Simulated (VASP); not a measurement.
# ZrAl5N6 (P-6m2) in VASP: a series of runs

Runs on ZrAl5N6. Level: PBE. Tasks: relaxation of cell and atoms, single point.

Program: VASP 6.6.1. These are calculated values, not measurements. Logs are shortened: lines on timing, memory, paths and dates and some standing lists are left out, and cuts for length are marked.

**1. The cell of the first run**

Symmetry: P-6m2, No. 187, hexagonal system. Conventional cell: a = 3.272 Å, b = 3.272 Å, c = 16.907 Å, α = 90.00°, β = 90.00°, γ = 120.00°. Zr (site symmetry -6m2) has 6 N at 2.36 Å within 3.1 Å. Al (site symmetry 3m) has 6 N at 2.36 Å within 3.1 Å. Al (site symmetry -6m2) has 6 N at 2.36 Å within 3.1 Å. Al (site symmetry 3m) has 6 N at 2.36 Å within 3.1 Å. N (site symmetry 3m) has 6 Al at 2.36 Å and 2 N at 2.82 Å within 3.1 Å. Within 3.1 Å of N (site symmetry 3m) lie 6 Al at 2.36 Å and 2 N at 2.82 Å. N (site symmetry 3m) has 3 Zr at 2.36 Å and 3 Al at 2.36 Å and 2 N at 2.82 Å within 3.1 Å.

**2. Relaxation of cell and atoms, PBE**

INCAR reads:

```
PREC = Accurate ; ENCUT = 600
EDIFF = 1E-6 ; ISMEAR = 0
SIGMA = 0.1 ; LREAL = False
LASPH = True ; NELM = 100
ALGO = Normal ; ISIF = 3
LWAVE = False ; LCHARG = False
GGA = PE ; IBRION = 2
NSW = 90 ; EDIFFG = -0.04
```

KPOINTS reads:

```
regular mesh
0
Gamma
  6 6 1
```

POSCAR reads:

```
ZrAl5N6
1.0
    3.2716606100      0.0000000000      0.0000000000
   -1.6358303000      2.8333412000      0.0000000000
    0.0000000000      0.0000000000     16.9067375900
Zr Al N
1 5 6
Direct
    0.3333333300      0.6666666700      0.5000000000
    0.3333333300      0.6666666700      0.8333333300
    0.3333333300      0.6666666700      0.1666666700
    0.6666666700      0.3333333300      0.0000000000
    0.6666666700      0.3333333300      0.3333333300
    0.6666666700      0.3333333300      0.6666666700
    0.0000000000      0.0000000000      0.7500000000
    0.0000000000      0.0000000000      0.0833333300
    0.0000000000      0.0000000000      0.4166666700
    0.0000000000      0.0000000000      0.9166666700
    0.0000000000      0.0000000000      0.2500000000
    0.0000000000      0.0000000000      0.5833333300
```

Potentials or basis: VASP PAW PBE potentials, release 64 (Zr_sv, Al, N).

The run is started by

```console
$ cat potpaw_PBE.64/Zr_sv/POTCAR potpaw_PBE.64/Al/POTCAR potpaw_PBE.64/N/POTCAR > POTCAR
$ mpirun -np 1 vasp_std > vasp.out
```

OUTCAR:

```text
PREC = Accurate
   ENCUT = 600
   EDIFF = 1E-6
   ISMEAR = 0
   LREAL = False
   LASPH = True
   NELM = 100
   ISIF = 3
   GGA = PE
   IBRION = 2
   NSW = 90
   EDIFFG = -0.04

 ion  position               nearest neighbor table
   1  0.333  0.667  0.500-   9 2.36  12 2.36   9 2.36  12 2.36   9 2.36  12 2.36   5 3.39   6 3.39
                             5 3.39   6 3.39   5 3.39   6 3.39
   2  0.333  0.667  0.833-   7 2.36   7 2.36   7 2.36  10 2.36  10 2.36  10 2.36
   3  0.333  0.667  0.167-  11 2.36  11 2.36  11 2.36   8 2.36   8 2.36   8 2.36
   4  0.667  0.333  0.000-   8 2.36  10 2.36   8 2.36  10 2.36   8 2.36  10 2.36
   5  0.667  0.333  0.333-  11 2.36  11 2.36  11 2.36   9 2.36   9 2.36   9 2.36   1 3.39   1 3.39
                             1 3.39
   6  0.667  0.333  0.667-   7 2.36   7 2.36   7 2.36  12 2.36  12 2.36  12 2.36   1 3.39   1 3.39
                             1 3.39
   7  0.000  0.000  0.750-   2 2.36   6 2.36   2 2.36   6 2.36   6 2.36   2 2.36
   8  0.000  0.000  0.083-   4 2.36   4 2.36   4 2.36   3 2.36   3 2.36   3 2.36
   9  0.000  0.000  0.417-   1 2.36   1 2.36   1 2.36   5 2.36   5 2.36   5 2.36
  10  0.000  0.000  0.917-   4 2.36   4 2.36   4 2.36   2 2.36   2 2.36   2 2.36
  11  0.000  0.000  0.250-   3 2.36   5 2.36   3 2.36   5 2.36   5 2.36   3 2.36
  12  0.000  0.000  0.583-   1 2.36   1 2.36   1 2.36   6 2.36   6 2.36   6 2.36

  LATTYP: Found a hexagonal cell.
 ALAT       =     3.2716606100
 C/A-ratio  =     5.1676318559

  Lattice vectors:

 A1 = (   3.2716606100,   0.0000000000,   0.0000000000)
 A2 = (  -1.6358303000,   2.8333412000,   0.0000000000)
 A3 = (   0.0000000000,   0.0000000000,  16.9067375900)

Analysis of symmetry for initial positions (statically):
=====================================================================
 Subroutine PRICEL returns:
 Original cell was already a primitive cell.

 Routine SETGRP: Setting up the symmetry group for a
 hexagonal supercell.

 Subroutine GETGRP returns: Found 12 space group operations
 (whereof 12 operations were pure point group operations)
 out of a pool of 24 trial point group operations.

The static configuration has the point symmetry D_3h.

Analysis of symmetry for dynamics (positions and initial velocities):
=====================================================================
 Subroutine PRICEL returns:
 Original cell was already a primitive cell.

 Routine SETGRP: Setting up the symmetry group for a
 hexagonal supercell.

 Subroutine GETGRP returns: Found 12 space group operations
 (whereof 12 operations were pure point group operations)
 out of a pool of 24 trial point group operations.

The dynamic configuration has the point symmetry D_3h.

 Subroutine INISYM returns: Found 12 space group operations
 (whereof 12 operations are pure point group operations),
 and found     1 'primitive' translations

----------------------------------------------------------------------------------------

                                     Primitive cell

  volume of cell :     156.7209

  direct lattice vectors                    reciprocal lattice vectors
     3.271660610  0.000000000  0.000000000     0.305655176  0.176470098  0.000000000
    -1.635830300  2.833341200  0.000000000     0.000000000  0.352940197  0.000000000
     0.000000000  0.000000000 16.906737590     0.000000000  0.000000000  0.059148017

  length of vectors
     3.271660610  3.271660607 16.906737590     0.352940196  0.352940197  0.059148017

  position of ions in fractional coordinates (direct lattice)
     0.333333330  0.666666670  0.500000000
     0.333333330  0.666666670  0.833333330
     0.333333330  0.666666670  0.166666670
     0.666666670  0.333333330  0.000000000
     0.666666670  0.333333330  0.333333330
     0.666666670  0.333333330  0.666666670
     0.000000000  0.000000000  0.750000000
     0.000000000  0.000000000  0.083333330
     0.000000000  0.000000000  0.416666670
     0.000000000  0.000000000  0.916666670
     0.000000000  0.000000000  0.250000000
     0.000000000  0.000000000  0.583333330

  ion indices of the primitive-cell ions
   primitive index   ion index
                 1           1
                 2           2
                 3           3
                 4           4
                 5           5
                 6           6
                 7           7
                 8           8
                 9           9
                10          10
                11          11
                12          12

----------------------------------------------------------------------------------------

 KPOINTS: regular mesh

Automatic generation of k-mesh.
 Grid dimensions read from file:
 generate k-points for:    6    6    1

 Generating k-lattice:

  Cartesian coordinates                     Fractional coordinates (reciprocal lattice)
     0.050942529  0.029411683  0.000000000     0.166666667  0.000000000  0.000000000
     0.000000000  0.058823366  0.000000000     0.000000000  0.166666667  0.000000000
     0.000000000  0.000000000  0.059148017     0.000000000  0.000000000  1.000000000

  Length of vectors
     0.058823366  0.058823366  0.059148017

  Shift w.r.t. Gamma in fractional coordinates (k-lattice)
     0.000000000  0.000000000  0.000000000

 Subroutine IBZKPT returns following result:
 ===========================================

 Found      7 irreducible k-points:

 Following reciprocal coordinates:
            Coordinates               Weight
  0.000000  0.000000  0.000000      1.000000
  0.166667  0.000000  0.000000      6.000000
  0.333333  0.000000  0.000000      6.000000
  0.500000  0.000000  0.000000      3.000000
  0.166667  0.166667  0.000000      6.000000
  0.333333  0.166667  0.000000     12.000000
  0.333333  0.333333  0.000000      2.000000
   k-points           NKPTS =      7   k-points in BZ     NKDIM =      7   number of bands    NBANDS=     35
   number of dos      NEDOS =    301   number of ions     NIONS =     12
   total plane-waves  NPLWV = 109760
   dimension x,y,z NGX =    28 NGY =   28 NGZ =  140
   dimension x,y,z NGXF=    56 NGYF=   56 NGZF=  280
   ions per type =               1   5   6
   NGX,Y,Z   is equivalent  to a cutoff of  14.23, 14.23, 13.77 a.u.
   NGXF,Y,Z  is equivalent  to a cutoff of  28.46, 28.46, 27.53 a.u.
 SYSTEM =  unknown system
   PREC   = accura    normal or accurate (medium, high low for compatibility)
   ISTART =      0    job   : 0-new  1-cont  2-samecut
   ICHARG =      2    charge: 1-file 2-atom 10-const
   ISPIN  =      1    spin polarized calculation?
   LNONCOLLINEAR =      F non collinear calculations
   LSORBIT =      F    spin-orbit coupling
   LASPH  =      T    aspherical Exc in radial PAW
   ENCUT  =  600.0 eV  44.10 Ry    6.64 a.u.   6.53  6.53 33.77*2*pi/ulx,y,z
   NELM   =    100;   NELMIN=  2; NELMDL= -5     # of ELM steps
   EDIFF  = 0.1E-05   stopping-criterion for ELM
   LREAL  =      F    real-space projection
   EDIFFG = -.4E-01   stopping-criterion for IOM
   NSW    =     90    number of steps for IOM
   IBRION =      2    ionic relax: 0-MD 1-quasi-New 2-CG
   NFREE  =      1    steps in history (QN), initial steepest desc. (CG)
   ISIF   =      3    stress and relaxation
   ISYM   =      2    0-nonsym 1-usesym 2-fastsym
   POTIM  = 0.5000    time-step for ionic-motion
   TEBEG  =    0.0;   TEEND  =   0.0 temperature during run
   PSTRESS=    0.0 pullay stress
   NELECT =      57.0000    total number of electrons
   NUPDOWN=      -1.0000    fix difference up-down
   EMIN   =  10.00;   EMAX   =-10.00  energy-range for DOS
   EFERMI =   0.00;   METHOD = LEGACY
   ISMEAR =     0;   SIGMA  =   0.10  broadening in eV -4-tet -1-fermi 0-gaus
   EFERMI_NEDOS =   21; number of points for ismear=-14 and -15
   IALGO  =     38    algorithm
   IMIX   =      4    mixing-type and parameters
     AMIX     =   0.40;   BMIX     =  1.00
     AMIX_MAG =   1.60;   BMIX_MAG =  1.00
  volume/ion in A,a.u.               =      13.06        88.13
  Fermi-wavevector in a.u.,A,eV,Ry     =   1.168577  2.208291 18.579750  1.365573
  Thomas-Fermi vector in A             =   2.305062
   LORBIT       =      0    0 simple, 1 ext, 2 COOP (PROOUT), +10 PAW based schemes
   GGA     = PE    functional components
   LHFCALC =     F    Hartree Fock is set to
   AEXX    =    0.0000 exact exchange contribution
   IVDW    =     0    specifies the selected vdW correction
   LEPSILON=     F    determine dielectric tensor
   LRPA    =     F    only Hartree local field effects (RPA)
 conjugate gradient relaxation of ions
 non-spin polarized calculation
 Gauss-broadening in eV      SIGMA  =   0.10
  energy-cutoff  :      600.00
  volume of cell :      156.72
 maximum number of plane-waves:      5287
 NGX is ok and might be reduce to    28
   NGX = 13   NGY = 13   NGZ = 67

--------------------------------------- Ionic step        1  -------------------------------------------

 number of electron      57.0000001 magnetization

 Free energy of the ion-electron system (eV)
  ---------------------------------------------------
  ext. energy  EPLUGINS =         0.00000000
  ---------------------------------------------------
  free energy    TOTEN  =       -80.17863247 eV

  energy without entropy =      -80.14640877  energy(sigma->0) =      -80.16252062

 E-fermi :   6.7593     XC(G=0): -10.6076

 val. band max:        6.6746099505   @ k =   0.3333   0.3333   0.0000
 cond. band min:       6.7638454451   @ k =   0.3333   0.1667   0.0000
 fundamental gap:      0.0892354946
 Fermi energy:         6.7593317271

 k-point     1 :       0.0000    0.0000    0.0000
  band No.  band energies     occupation
      1     -42.4707      2.00000
      2     -20.6486      2.00000
      3     -20.1650      2.00000
      4     -20.1650      2.00000
      5      -8.5110      2.00000
      6      -8.0669      2.00000
[... 386 lines left out ...]
  FREE ENERGIE OF THE ION-ELECTRON SYSTEM (eV)
  ---------------------------------------------------
  free  energy   TOTEN  =       -85.9450972210 eV

  energy  without entropy=      -85.9245723351  energy(sigma->0) =      -85.93483478

[... ionic steps 4 to 10 ...]

--------------------------------------- Ionic step       11  -------------------------------------------

 number of electron      56.9999997 magnetization

------------------------ aborting loop because EDIFF is reached ----------------------------------------

  FORCE on cell =-STRESS in cart. coord.  units (eV):
  Direction    XX          YY          ZZ          XY          YZ          ZX
  --------------------------------------------------------------------------------------
  -------------------------------------------------------------------------------------
  Total        0.0584258      0.0584258     -0.1710680      0.0000000      0.0000000      0.0000000
  in kB        0.8185396      0.8185396     -2.3966440      0.0000000      0.0000000      0.0000000
  external PRESSURE =      -0.2531883 kB  Pullay stress =       0.0000000 kB
[... 77 lines left out ...]
  energy  without entropy=      -86.4023990473  energy(sigma->0) =      -86.41295459

--------------------------------------- Ionic step       13  -------------------------------------------

 number of electron      56.9999997 magnetization

 Free energy of the ion-electron system (eV)
  ---------------------------------------------------
  ext. energy  EPLUGINS =         0.00000000
  ---------------------------------------------------
  free energy    TOTEN  =       -86.42364754 eV

  energy without entropy =      -86.40242680  energy(sigma->0) =      -86.41303717

 E-fermi :  10.6522     XC(G=0): -12.0011

 val. band max:       10.5980967359   @ k =   0.5000   0.0000   0.0000
 cond. band min:      10.6910438444   @ k =   0.3333   0.1667   0.0000
 fundamental gap:      0.0929471085
 Fermi energy:        10.6521702978

 k-point     1 :       0.0000    0.0000    0.0000
  band No.  band energies     occupation
      1     -38.0843      2.00000
      2     -16.5789      2.00000
      3     -15.2979      2.00000
      4     -15.2979      2.00000
      5      -7.3335      2.00000
      6      -6.9042      2.00000
[... 294 lines left out ...]
  FREE ENERGIE OF THE ION-ELECTRON SYSTEM (eV)
  ---------------------------------------------------
  free  energy   TOTEN  =       -86.4236475442 eV

  energy  without entropy=      -86.4024267955  energy(sigma->0) =      -86.41303717

 reached required accuracy - stopping structural energy minimisation
```

Run time: 12 min. Hardware: 1 thread of Intel Xeon 6975P-C, shared host; peak memory 0.37 GiB.

What came out:

```yaml
Free_energy: -86.4236 eV
Relaxed_volume: 9.53 Å³/atom
Relaxed_cell: a = 2.914 Å, b = 2.914 Å, c = 15.550 Å, α = 90.00°, β = 90.00°, γ = 120.00°
Space_group_after_relaxing_to_0.05_Å: P-6m2 (No. 187)
Energy_gained_by_relaxing: 520.4 meV/atom
Ionic_steps: 13
Pressure_after_relaxing: 0.0 GPa
Largest_force_after_relaxing: 0.007 eV/Å
```

Forces on the atoms (eV/Å):
```
Zr   0.000  0.000  0.000
Al   0.000  0.000  0.004
Al   0.000  0.000 -0.004
Al   0.000  0.000  0.000
Al   0.000  0.000 -0.007
Al   0.000  0.000  0.007
N    0.000  0.000  0.007
N    0.000  0.000  0.004
N    0.000  0.000  0.007
N    0.000  0.000 -0.004
N    0.000  0.000 -0.007
N    0.000  0.000 -0.007
```

The path:
```tsv
step	energy change (eV)	largest force (eV/Å)	pressure (GPa)	volume (Å³)
1	0.0000	0.8022	-33.79	156.72
2	-4.4451	4.1350	35.74	102.16
3	-5.7665	2.8330	0.41	115.87
4	-6.1276	0.9232	1.50	113.94
5	-6.1301	0.8343	1.33	114.08
6	-6.1984	0.3896	-0.95	115.08
7	-6.2036	0.5311	-1.71	115.45
8	-6.2363	0.2564	0.28	114.29
9	-6.2376	0.2416	0.79	114.01
10	-6.2443	0.0991	-0.21	114.45
11	-6.2448	0.0515	-0.03	114.36
12	-6.2449	0.0448	0.01	114.36
13	-6.2450	0.0074	0.00	114.36
```

Final structure:
```
Zr Al N
1.0
     2.91405    0.00000    0.00000
    -1.45703    2.52364    0.00000
     0.00000    0.00000   15.55035
Zr Al N
1 5 6
Direct
  0.33333 0.66667 0.50000
  0.33333 0.66667 0.83691
  0.33333 0.66667 0.16309
  0.66667 0.33333 0.00000
  0.66667 0.33333 0.32611
  0.66667 0.33333 0.67389
  0.00000 0.00000 0.75470
  0.00000 0.00000 0.08185
  0.00000 0.00000 0.40540
  0.00000 0.00000 0.91815
  0.00000 0.00000 0.24530
  0.00000 0.00000 0.59460
```

Levels at points of the mesh, in eV from the Fermi level:
```
           k point  band 24  band 25  band 26  band 27  band 28  band 29  band 30  band 31  band 32  band 33
(0.00, 0.00, 0.00)    -1.34    -1.34    -1.22    -0.97    -0.97     0.34     2.01     2.78     2.88     2.88
(0.50, 0.00, 0.00)    -3.01    -2.66    -2.28    -2.27    -0.73    -0.05     0.33     1.29     2.89     3.42
```

Caveat: the k points lie up to 0.41 Å⁻¹ apart in the final cell; the volume moved by over 15 % at a fixed basis, so the end points are rough.

**3. Single point, PBE**

This run uses another cell than the first one, of 9.52 Å³/atom, 0.729 times its volume.

INCAR reads:

```
  ALGO = Normal
  EDIFF = 1E-6
  ENCUT = 520
  GGA = PE
  ISIF = 2
  ISMEAR = 0
  LASPH = T
  LCHARG = F
  LREAL = F
  LWAVE = F
  NBANDS = 40
  NELM = 80
  PREC = Accurate
  SIGMA = 0.1
```

KPOINTS reads:

```
k-points
0
Gamma
  12 12 4
```

POSCAR reads:

```
ZrAl5N6
1.0
    2.9125729875      0.0000000000      0.0000000000
   -1.4562864937      2.5223621975      0.0000000000
    0.0000000000      0.0000000000     15.5496344717
Zr Al N
1 5 6
Direct
    0.3333333333      0.6666666667      0.5000000000
    0.3333333333      0.6666666667      0.8365928115
    0.3333333333      0.6666666667      0.1634071885
    0.6666666667      0.3333333333      0.0000000000
    0.6666666667      0.3333333333      0.3267305307
    0.6666666667      0.3333333333      0.6732694693
    0.0000000000      0.0000000000      0.7555116449
    0.0000000000      0.0000000000      0.0815727282
    0.0000000000      0.0000000000      0.4043802693
    0.0000000000      0.0000000000      0.9184272718
    0.0000000000      0.0000000000      0.2444883551
    0.0000000000      0.0000000000      0.5956197307
```

Potentials or basis: VASP PAW PBE potentials, release 64 (Zr_sv, Al, N).

The run is started by

```console
$ cat potpaw_PBE.64/Zr_sv/POTCAR potpaw_PBE.64/Al/POTCAR potpaw_PBE.64/N/POTCAR > POTCAR
$ mpirun -np 1 vasp_std > vasp.out
```

Run time: 6.4 min. Hardware: 1 thread of Intel Xeon 6975P-C, shared host; peak memory 0.39 GiB.

Results (log left out):

```yaml
Free_energy: -86.4443 eV
Pressure: -0.1 GPa
Largest_force: 0.026 eV/Å
```

Forces in eV/Å, atoms in the order of the input:
```
Zr   0.000  0.000  0.000
Al   0.000  0.000 -0.002
Al   0.000  0.000  0.002
Al   0.000  0.000  0.000
Al   0.000  0.000 -0.002
Al   0.000  0.000  0.002
N    0.000  0.000 -0.001
N    0.000  0.000 -0.002
N    0.000  0.000 -0.026
N    0.000  0.000  0.002
N    0.000  0.000  0.001
N    0.000  0.000  0.026
```

Levels at points of the mesh, in eV from the Fermi level:
```tsv
k point	band 26	band 27	band 28	band 29	band 30	band 31
(0.00, 0.00, 0.00)	-1.24	-1.01	-1.01	0.32	1.97	2.75
(0.50, 0.00, 0.00)	-2.32	-2.29	-0.76	-0.06	0.31	1.28
(0.00, 0.00, 0.50)	-1.30	-1.04	-1.04	0.63	1.89	2.63
(0.50, 0.00, 0.50)	-2.16	-1.85	-1.27	0.09	0.17	1.73
```

[end of part 1 of 2]
